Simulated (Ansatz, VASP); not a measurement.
## One calculation of SnSe2, two programs

Contents of INCAR:

```
SYSTEM = SnSe2
PREC = Accurate
ENCUT = 500
EDIFF = 1E-6
ISMEAR = 0
SIGMA = 0.03
LREAL = .False.
LASPH = .True.
NELM = 120
ALGO = Normal
ISIF = 2
LWAVE = .False.
LCHARG = .True.
GGA = PE
IVDW = 12
LELF = .True.
LVHAR = .True.
NBANDS = 20
GGA_COMPAT = .False.
```

Contents of KPOINTS:

```
Automatic mesh
0
Gamma
  12 12 6
  0 0 0
```

File POSCAR:

```
SnSe2
1.0
    3.8880000000      0.0000000000      0.0000000000
   -1.9440000000      3.3671067699      0.0000000000
    0.0000000000      0.0000000000      4.7118000000
Sn Se
1 2
Direct
    0.0000000000      0.0000000000      0.0000000000
    0.3333333333      0.6666666667      0.2651331237
    0.6666666667      0.3333333333      0.7348668763
```

Input for Ansatz:

```yaml
crystal:
  lattice:
    - [3.888, 0.0, 0.0]
    - [-1.944, 3.3671067699, 0.0]
    - [0.0, 0.0, 4.7118]
  atoms:
    - { symbol: Sn, position: [0.0, 0.0, 0.0] }
    - { symbol: Se, position: [0.3333333333, 0.6666666667, 0.2651331237] }
    - { symbol: Se, position: [0.6666666667, 0.3333333333, 0.7348668763] }
basis:
  ecutwfc: 420
kpoints:
  mp_grid: { grid: [12, 12, 6] }
hamiltonian:
  xc: pbe
  dispersion: d3bj
scf:
  occupations: { method: gaussian, width: 0.03 }
output:
  forces: true
  stress: true
  eigenvalues: true
```

Alike in both runs: task single point; functional PBE; dispersion D3(BJ); k mesh 12 × 12 × 6; occupations gaussian, width 0.03 eV; no spin polarisation.

```csv
,VASP,Ansatz
version,VASP 6.6.1,Ansatz 0.2.0
potentials or method,"VASP PAW PBE potentials, release 64 (Sn_d, Se), cutoff 500 eV","scalar-relativistic, plane waves, PAW"
valence electrons in the cell,26,46
```

|  | VASP | Ansatz | Ansatz less VASP |
| --- | --- | --- | --- |
| gap on the k mesh at the Fermi level (eV) | none | none | - |
| pressure (GPa) | 22.4 | 22.3 | -0.19 |
| traceless stress, the component that is largest in VASP (GPa) | 2.15 | 2.23 | +0.078 |
| rms of the force components (eV/Å) | 1.284 | 1.275 | -0.0095 |

Atom by atom the forces differ by 0.009 eV/Å (rms over components). A gap of «none» marks a metal or a gap that the smearing closes. VASP's potentials hold 26 valence electrons a cell and Ansatz's 46, so a difference there can come from the potentials and not from the codes.
